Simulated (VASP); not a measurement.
Input of a VASP 6.6.1 run:

The input INCAR:

```
ALGO = Normal
EDIFF = 1E-8
ENCUT = 520
GGA = PE
ISIF = 2
ISMEAR = -1
LASPH = True
LCHARG = False
LEFG = True
LREAL = False
LWAVE = False
NBANDS = 19
NELM = 60
PREC = Accurate
SIGMA = 0.08
```

Contents of KPOINTS:

```
k-points
0
Gamma
  13 13 7
```

The input POSCAR:

```
Zr
1.0
    3.2319982225     -0.0323199822     -0.0323199822
   -1.6439890369      2.8151525567     -0.0118299345
   -0.0514700000     -0.0514700000      5.1470000000
Zr
2
Direct
    0.3333333333      0.6666666667      0.2500000000
    0.6666666667      0.3333333333      0.7500000000
```

Potentials or basis: VASP PAW PBE potentials, release 64 (Zr_sv).

Command:

```sh
$ cat potpaw_PBE.64/Zr_sv/POTCAR > POTCAR
$ mpirun -np 1 vasp_std > vasp.out
```

(1) Estimate the pressure.

(2) Estimate the band gap on the k mesh.

(3) Predict the largest force.

## Answers

(1) 0.5 GPa.

(2) zero (bands 12 and 13 overlap by 1.27 eV).

(3) 0.043 eV/Å.

Caveat: the cell differs from its parent crystal (equal xy, yz and zx shear strains of -2 %); without QUAD_EFG the Cq values of the log hold for a quadrupole moment of 1 mb, not for the nuclei.
